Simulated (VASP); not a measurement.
Fe:

```xyz
2
Lattice="2.4342 0.0000 0.0000 -1.2171 2.1080 0.0000 0.0000 0.0000 3.8419" Properties=species:S:1:pos:R:3 pbc="T T T"
Fe    1.2171    0.7027    2.8815
Fe    0.0000    1.4054    0.9605
```

This isn't the form of Fe at room conditions, which is bcc.

Base run:

| Property | Result |
| --- | --- |
| Program | VASP 6.6.1 |
| Functional | PBE |
| Potentials or basis | VASP PAW PBE potentials, release 64 (Fe_sv) |
| Cutoff | 690 eV |
| k mesh | 10 × 10 × 6 |
| Occupations | fermi-dirac, width 0.05 eV |
| Spin | collinear spin, ferromagnetic start |
| Starting moments | [1.5, 1.5] μB |
| Fixed moment | 3 μB |

Its results: pressure 28.8 GPa; site moments Fe +1.47 μB.

**Question.** After a change of settings the same cell gave: pressure 14.3 GPa; site moments Fe +0.74 μB. Which change was it?
A. fixed moment from 3 μB to 4.5 μB; moments at the start from [1.5, 1.5] to [2.25, 2.25]
B. fixed moment from 3 μB to 7.5 μB; moments at the start from [1.5, 1.5] to [3.75, 3.75]
C. fixed moment from 3 μB to 1.5 μB; moments at the start from [1.5, 1.5] to [0.75, 0.75]

**Answer.** C.

Caveats: the total moment is fixed, so each spin has its own Fermi level and the state may be an excited one; the stress differs along the axes, from 25 to 37 GPa (at least some runs); the stress differs along the axes, from 12 to 18 GPa (at least some runs).
